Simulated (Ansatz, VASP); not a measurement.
One calculation of La2HfO2, two programs

```xyz
5
Lattice="3.8046 0.0000 0.0000 -1.9023 3.2948 0.0000 0.0000 0.0000 9.1653" Properties=species:S:1:pos:R:3 pbc="T T T"
La    0.0000    0.0000    5.9587
La    0.0000    0.0000    3.2066
Hf    0.0000    0.0000    0.0000
O     0.0000    2.1966    4.5826
O     1.9023    1.0983    4.5826
```

Alike in both runs: functional PBE; k mesh 12 × 12 × 4; occupations gaussian, width 0.1 eV; no spin polarisation.

Ansatz relaxed the structure, and its values are those at the end. VASP's run is a single point on that final structure, the one shown.

```csv
,VASP,Ansatz
version,VASP 6.6.1,Ansatz 0.2.0
potentials or method,"VASP PAW PBE potentials, release 64 (La, Hf_pv, O), cutoff 520 eV","scalar-relativistic, plane waves, PAW"
valence electrons in the cell,44,60
```

|  | VASP | Ansatz | Ansatz less VASP |
| --- | --- | --- | --- |
| gap on the k mesh at the Fermi level (eV) | none | none | - |
| pressure (GPa) | -0.2 | 0.0 | +0.17 |
| rms of the force components (eV/Å) | 0.003 | 0.001 | -0.0020 |

A gap of «none» marks a metal or a gap that the smearing closes. VASP's potentials hold 44 valence electrons a cell and Ansatz's 60, so a difference there can come from the potentials and not from the codes.

Spin-orbit coupling is off throughout.
